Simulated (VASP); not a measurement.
Runs of VASP 6.6.1 on O. The structure is that of space group Im-3m (No. 229), or close to it. The cells are those of the table. 

```tsv
task	cell	k mesh for the DOS	occupations for the DOS	gap on the mesh (eV)	pressure (GPa)
single point	a = 1.683 Å, angles 109.5°, 1 atom	-	-	none	546.8
single point	a = 1.974 Å, angles 109.5°, 1 atom	-	-	none	53.8
single point	a = 1.765 Å, angles 109.5°, 1 atom	-	-	none	319.7
single point	a = 2.035 Å, angles 109.5°, 1 atom	-	-	none	(a)
```

Alike in all rows: level LDA; potentials or basis VASP PAW LDA potentials, release 64 (O); no spin polarisation; k mesh 21 × 21 × 21; cutoff (eV) 520; smearing fermi-dirac 0.1 eV.

Fill in the values left out.

(a) 21.0.

A gap of «none» marks levels without a gap at the run's occupations.
